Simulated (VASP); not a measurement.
## MnO: single point with r2SCAN

MnO:

```xyz
8
Lattice="-2.2151 4.3966 2.2181 2.1999 -2.1786 4.3815 2.1898 2.1822 0.0068" Properties=species:S:1:pos:R:3 pbc="T T T"
Mn    0.0664    0.0243    0.1042
Mn    0.0245    4.3532    4.4313
Mn    2.1605    2.0924    4.3857
Mn   -0.0621    2.2659    2.1771
O     2.2294    2.1538    2.1981
O     2.1744    0.0177    4.3732
O    -0.0028    4.3813    2.2550
O     0.0142    2.1471    4.4429
```

```yaml
Program: VASP 6.6.1
Task: single point
Functional: r2SCAN
Potentials_or_basis: VASP PAW PBE potentials, release 64 (Mn_pv, O)
Cutoff: 520 eV
k_mesh: 4 × 4 × 6
Occupations: fermi-dirac, width 0.1 eV
Spin: collinear spin, ferromagnetic start
Starting_moments: "[4.5, 4.5, 4.5, 4.5, 0.0, 0.0, 0.0, 0.0] μB"
Dipole_correction: no
Further_INCAR_settings: ALGO = Normal; EDIFF = 1e-06; NBANDS = 52
```

```
Pressure                                              : 8.2 GPa
Largest force                                         : 1.178 eV/Å
Net moment                                            : 19.88 μB per cell
Site moments                                          : Mn +4.51, +4.50, +4.52 (each value once); O +0.24, +0.25, +0.23 (each value once) μB
Valence electrons inside the program's atomic spheres : Mn 11.39, 11.40, 11.38 (each value once); O 5.04, 5.06 (each value once)
```

Forces on the atoms (eV/Å):
```
Mn  -0.399 -0.098 -0.739
Mn   0.036 -0.016  0.184
Mn  -0.143  0.954 -0.202
Mn   0.646 -0.838  0.518
O   -0.311  0.295  0.141
O    0.221 -0.459  0.332
O    0.073  0.087 -0.135
O   -0.123  0.076 -0.099
```

Stress tensor (GPa, compression positive):
```
 7.71  0.57  0.02
 0.57  8.73 -0.58
 0.02 -0.58  8.10
```

Levels at points of the mesh, in eV from the Fermi level:
Spin up:
```tsv
k point	band 46	band 47	band 48	band 49	band 50	band 51
(0.00, 0.00, 0.00)	-1.25	-0.27	-0.11	-0.04	3.99	5.95
(0.50, 0.00, 0.00)	-1.15	-0.13	-0.08	2.47	2.56	3.94
(0.00, 0.50, 0.00)	-1.36	-0.67	-0.41	2.69	2.83	6.45
(0.50, 0.50, 0.00)	-1.59	-0.58	-0.33	3.56	3.73	4.93
(0.00, 0.00, 0.50)	-1.20	-0.74	-0.43	5.37	5.51	7.00
(0.50, 0.00, 0.50)	-1.21	-0.76	-0.43	5.41	5.52	6.99
(0.00, 0.50, 0.50)	-1.19	-0.15	-0.08	3.91	5.48	5.97
(0.50, 0.50, 0.50)	-1.28	-0.14	-0.09	3.92	5.51	5.99
```
Spin down:
| k point | band 26 | band 27 | band 28 | band 29 | band 30 | band 31 |
| --- | --- | --- | --- | --- | --- | --- |
| (0.00, 0.00, 0.00) | -3.67 | -3.66 | -3.60 | 1.12 | 1.36 | 1.52 |
| (0.50, 0.00, 0.00) | -4.46 | -4.36 | -4.27 | -0.27 | 1.83 | 1.89 |
| (0.00, 0.50, 0.00) | -4.44 | -4.27 | -4.06 | 1.09 | 1.36 | 2.07 |
| (0.50, 0.50, 0.00) | -4.64 | -4.52 | -4.36 | 0.43 | 0.86 | 1.86 |
| (0.00, 0.00, 0.50) | -5.25 | -5.06 | -4.92 | 1.35 | 1.50 | 1.68 |
| (0.50, 0.00, 0.50) | -5.23 | -5.11 | -4.91 | 1.34 | 1.63 | 1.66 |
| (0.00, 0.50, 0.50) | -4.89 | -4.71 | -4.62 | -0.26 | 1.18 | 1.37 |
| (0.50, 0.50, 0.50) | -4.98 | -4.68 | -4.61 | -0.25 | 1.22 | 1.36 |

Run time: 6.9 min on 4 MPI ranks on Oxide Virtual Turin-like Processor (shared host), peak memory 0.42 GiB a rank.

Caveat: the cell stands under pressure; the PAW data sets were made with another functional, which shifts forces and pressure a little; semilocal functionals often make such compounds metallic where correlation or magnetic order opens a gap, which also shifts bond lengths; the run started ferromagnetic, and an antiferromagnetic order may lie lower in energy. With open d or f shells a metallic result of r2SCAN can be an artefact of self-interaction; +U or a hybrid may open a gap.
